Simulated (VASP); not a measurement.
# Pd (P6_3/mmc) in VASP: further runs

Pd is run at these levels: PBEsol; tasks: single point.

Everything below comes from runs of VASP 6.6.1. Logs are shortened: lines on timing, memory, paths and dates and some standing lists are left out, and cuts for length are marked.

## (1) The cell of the first run

Symmetry: P6_3/mmc, No. 194, hexagonal system. The conventional cell has a = 2.798 Å, b = 2.798 Å, c = 4.533 Å, α = 90.00°, β = 90.00°, γ = 120.00°. Within 3.7 Å of Pd (site symmetry -6m2) lie 12 Pd at 2.78 to 2.80 Å.

## (2) Single point, PBEsol

INCAR

```
SYSTEM = Pd
  PREC = Accurate
  ENCUT = 520
  EDIFF = 1E-6
  ISMEAR = -1
  SIGMA = 0.05
  LREAL = .False.
  LASPH = .True.
  NELM = 60
  ALGO = Normal
  ISIF = 2
  LWAVE = .False.
  LCHARG = .False.
  GGA = PS
  NBANDS = 17
```

KPOINTS

```
Automatic mesh
0
Gamma
  12 12 7
  0 0 0
```

POSCAR

```
Pd
1.0
    2.7983685316      0.0000000000      0.0000000000
   -1.3991842658      2.4234582375      0.0000000000
    0.0000000000      0.0000000000      4.5333570212
Pd
2
Direct
    0.3333333333      0.6666666667      0.2500000000
    0.6666666667      0.3333333333      0.7500000000
```

Potentials or basis: VASP PAW PBE potentials, release 64 (Pd).

Launch:

```
$ cat potpaw_PBE.64/Pd/POTCAR > POTCAR
$ mpirun -np 1 vasp_std > vasp.out
```

OUTCAR:

```text
SYSTEM = Pd
   PREC = Accurate
   ENCUT = 520
   EDIFF = 1E-6
   ISMEAR = -1
   LREAL = .False.
   LASPH = .True.
   NELM = 60
   ISIF = 2
   GGA = PS

 ion  position               nearest neighbor table
   1  0.333  0.667  0.250-   2 2.78   2 2.78   2 2.78   2 2.78   2 2.78   2 2.78
   2  0.667  0.333  0.750-   1 2.78   1 2.78   1 2.78   1 2.78   1 2.78   1 2.78

  LATTYP: Found a hexagonal cell.
 ALAT       =     2.7983685316
 C/A-ratio  =     1.6200000000

  Lattice vectors:

 A1 = (   2.7983685316,   0.0000000000,   0.0000000000)
 A2 = (  -1.3991842658,   2.4234582375,   0.0000000000)
 A3 = (   0.0000000000,   0.0000000000,   4.5333570212)

Analysis of symmetry for initial positions (statically):
=====================================================================
 Subroutine PRICEL returns:
 Original cell was already a primitive cell.

 Routine SETGRP: Setting up the symmetry group for a
 hexagonal supercell.

 Subroutine GETGRP returns: Found 24 space group operations
 (whereof 12 operations were pure point group operations)
 out of a pool of 24 trial point group operations.

The static configuration has the point symmetry D_3d.
 The point group associated with its full space group is D_6h.

Analysis of symmetry for dynamics (positions and initial velocities):
=====================================================================
 Subroutine PRICEL returns:
 Original cell was already a primitive cell.

 Routine SETGRP: Setting up the symmetry group for a
 hexagonal supercell.

 Subroutine GETGRP returns: Found 24 space group operations
 (whereof 12 operations were pure point group operations)
 out of a pool of 24 trial point group operations.

The dynamic configuration has the point symmetry D_3d.
 The point group associated with its full space group is D_6h.

 Subroutine INISYM returns: Found 24 space group operations
 (whereof 12 operations are pure point group operations),
 and found     1 'primitive' translations

----------------------------------------------------------------------------------------

                                     Primitive cell

  volume of cell :      30.7440

[... 74 lines left out ...]
   dimension x,y,z NGXF=    48 NGYF=   48 NGZF=   72
   ions per type =               2
   NGX,Y,Z   is equivalent  to a cutoff of  14.26, 14.26, 13.20 a.u.
   NGXF,Y,Z  is equivalent  to a cutoff of  28.52, 28.52, 26.40 a.u.
 SYSTEM =  Pd
   PREC   = accura    normal or accurate (medium, high low for compatibility)
   ISTART =      0    job   : 0-new  1-cont  2-samecut
   ICHARG =      2    charge: 1-file 2-atom 10-const
   ISPIN  =      1    spin polarized calculation?
   LNONCOLLINEAR =      F non collinear calculations
   LSORBIT =      F    spin-orbit coupling
   LASPH  =      T    aspherical Exc in radial PAW
   ENCUT  =  520.0 eV  38.22 Ry    6.18 a.u.   5.20  5.20  8.43*2*pi/ulx,y,z
   NELM   =     60;   NELMIN=  2; NELMDL= -5     # of ELM steps
   EDIFF  = 0.1E-05   stopping-criterion for ELM
   LREAL  =      F    real-space projection
   EDIFFG = 0.1E-04   stopping-criterion for IOM
   NSW    =      0    number of steps for IOM
   IBRION =     -1    ionic relax: 0-MD 1-quasi-New 2-CG
   NFREE  =      0    steps in history (QN), initial steepest desc. (CG)
   ISIF   =      2    stress and relaxation
   ISYM   =      2    0-nonsym 1-usesym 2-fastsym
   POTIM  = 0.5000    time-step for ionic-motion
   TEBEG  =    0.0;   TEEND  =   0.0 temperature during run
   PSTRESS=    0.0 pullay stress
   NELECT =      20.0000    total number of electrons
   NUPDOWN=      -1.0000    fix difference up-down
   EMIN   =  10.00;   EMAX   =-10.00  energy-range for DOS
   EFERMI =   0.00;   METHOD = LEGACY
   ISMEAR =    -1;   SIGMA  =   0.05  broadening in eV -4-tet -1-fermi 0-gaus
   EFERMI_NEDOS =   21; number of points for ismear=-14 and -15
   IALGO  =     38    algorithm
   IMIX   =      4    mixing-type and parameters
     AMIX     =   0.40;   BMIX     =  1.00
     AMIX_MAG =   1.60;   BMIX_MAG =  1.00
  volume/ion in A,a.u.               =      15.37       103.74
  Fermi-wavevector in a.u.,A,eV,Ry     =   1.418507  2.680589 27.377114  2.012161
  Thomas-Fermi vector in A             =   2.539625
   LORBIT       =      0    0 simple, 1 ext, 2 COOP (PROOUT), +10 PAW based schemes
   GGA     = PS    functional components
   LHFCALC =     F    Hartree Fock is set to
   AEXX    =    0.0000 exact exchange contribution
   IVDW    =     0    specifies the selected vdW correction
   LEPSILON=     F    determine dielectric tensor
   LRPA    =     F    only Hartree local field effects (RPA)
 non-spin polarized calculation
  energy-cutoff  :      520.00
  volume of cell :       30.74
 maximum number of plane-waves:       840
 NGX is ok and might be reduce to    24
   NGX = 11   NGY = 11   NGZ = 17

 number of electron      20.0000001 magnetization

 Free energy of the ion-electron system (eV)
  ---------------------------------------------------
  ext. energy  EPLUGINS =         0.00000000
  ---------------------------------------------------
  free energy    TOTEN  =       -11.81788484 eV

  energy without entropy =      -11.76966751  energy(sigma->0) =      -11.79377618

 E-fermi :   8.9489     XC(G=0): -13.1224

 val. band max:        8.9424287563   @ k =   0.4167   0.1667   0.4286
 cond. band min:       8.9521752285   @ k =   0.3333   0.2500   0.2857
 fundamental gap:      0.0097464722
 Fermi energy:         8.9489189406

 k-point     1 :       0.0000    0.0000    0.0000
  band No.  band energies     occupation
      1       2.0152      2.00000
      2       3.9253      2.00000
      3       6.3245      2.00000
      4       6.3852      2.00000
      5       6.3852      2.00000
      6       6.7558      2.00000
[... 457 lines left out ...]
      4       5.8724      2.00000
      5       6.5173      2.00000
      6       6.5989      2.00000
[... 9 lines left out ...]
     16      23.8440      0.00000
     17      26.3877      0.00000

 [... further k-points ...]
[... 5 lines left out ...]
  --------------------------------------------------------------------------------------
  -------------------------------------------------------------------------------------
  Total       -1.9363101     -1.9363101     -1.2614283      0.0000000      0.0000000      0.0000000
  in kB     -100.9078911   -100.9078911    -65.7374413      0.0000000      0.0000000      0.0000000
  external PRESSURE =     -89.1844078 kB  Pullay stress =       0.0000000 kB

 VOLUME and BASIS-vectors are now :
 -----------------------------------------------------------------------------
  energy-cutoff  :      520.00
  volume of cell :       30.74
      direct lattice vectors                 reciprocal lattice vectors
     2.798368532  0.000000000  0.000000000     0.357351074  0.206316739  0.000000000
    -1.399184266  2.423458237  0.000000000     0.000000000  0.412633477  0.000000000
     0.000000000  0.000000000  4.533357021     0.000000000  0.000000000  0.220587083

 POSITION                                       TOTAL-FORCE (eV/Angst)
 -----------------------------------------------------------------------------------
     -0.00000      1.61564      1.13334         0.000000     -0.000000      0.000000
      1.39918      0.80782      3.40002        -0.000000      0.000000      0.000000
 -----------------------------------------------------------------------------------
    total drift:                               -0.000000      0.000000     -0.000000

  FREE ENERGIE OF THE ION-ELECTRON SYSTEM (eV)
  ---------------------------------------------------
  free  energy   TOTEN  =       -11.8178848426 eV

  energy  without entropy=      -11.7696675126  energy(sigma->0) =      -11.79377618
```

OSZICAR:

```text
N       E                     dE             d eps       ncg     rms          rms(c)
DAV:   1     0.107263287958E+03    0.10726E+03   -0.10548E+04  2584   0.116E+03
DAV:   2    -0.107260659198E+02   -0.11799E+03   -0.11174E+03  2684   0.253E+02
DAV:   3    -0.125269904502E+02   -0.18009E+01   -0.17815E+01  3153   0.346E+01
DAV:   4    -0.125383038462E+02   -0.11313E-01   -0.11312E-01  3046   0.263E+00
DAV:   5    -0.125384746335E+02   -0.17079E-03   -0.17078E-03  3136   0.348E-01    0.107E+01
DAV:   6    -0.118438016514E+02    0.69467E+00   -0.16064E+00  2753   0.131E+01    0.471E+00
DAV:   7    -0.118249847996E+02    0.18817E-01   -0.12090E-02  3059   0.965E-01    0.248E+00
DAV:   8    -0.118178736292E+02    0.71112E-02   -0.14172E-03  2821   0.283E-01    0.821E-02
DAV:   9    -0.118178782575E+02   -0.46283E-05   -0.24808E-05  3337   0.384E-02    0.163E-02
DAV:  10    -0.118178850083E+02   -0.67508E-05   -0.32798E-06  2981   0.153E-02    0.230E-03
DAV:  11    -0.118178848426E+02    0.16567E-06   -0.43741E-08  1465   0.182E-03
   1 F= -.11817885E+02 E0= -.11793776E+02  d E =-.482173E-01
```

It took 18 s on 1 thread of AMD EPYC 9R45 (Zen 5), shared host; peak memory 0.14 GiB.

Results:

```yaml
Free_energy: -11.8179 eV
Pressure: -8.9 GPa
Band_gap_on_the_k_mesh: zero (band 10 reaches 9.11 eV, above the bottom of band 11 at 8.42 eV)
```

Stress tensor (GPa, compression positive):
```
-10.09   0.00   0.00
  0.00 -10.09   0.00
  0.00   0.00  -6.57
```

Caveat: the PAW data sets were made with another functional, which shifts forces and pressure a little.

## (3) Single point, PBEsol

INCAR

```
PREC = Accurate
ENCUT = 520
EDIFF = 1E-7
ISMEAR = -1
SIGMA = 0.05
LREAL = F
LASPH = T
NELM = 80
ALGO = Normal
ISIF = 2
LWAVE = F
LCHARG = F
GGA = PS
NBANDS = 17
```

KPOINTS

```
Automatic mesh
0
Gamma
  12 12 7
```

POSCAR is that of step 2.

Potentials or basis: VASP PAW PBE potentials, release 64 (Pd).

Launch:

```
$ cat potpaw_PBE.64/Pd/POTCAR > POTCAR
$ mpirun -np 1 vasp_std > vasp.out
```

It took 20 s on 1 thread of AMD EPYC 9R45 (Zen 5), shared host; peak memory 0.14 GiB.

It converged, with:

```
Free energy            : -11.8179 eV
Pressure               : -8.9 GPa
Band gap on the k mesh : zero (band 10 reaches 9.11 eV, above the bottom of band 11 at 8.42 eV)
```

Stress tensor (GPa, compression positive):
```
-10.09   0.00   0.00
  0.00 -10.09   0.00
  0.00   0.00  -6.58
```

Levels at points of the mesh, in eV from the Fermi level:
```
           k point  band 8  band 9  band 10  band 11  band 12  band 13
(0.00, 0.00, 0.00)   -1.72   -1.72    -0.23    -0.23     1.07     7.03
(0.50, 0.00, 0.00)   -0.06    0.09     0.15     2.44     4.28     9.49
```

Caveat: the PAW data sets were made with another functional, which shifts forces and pressure a little.
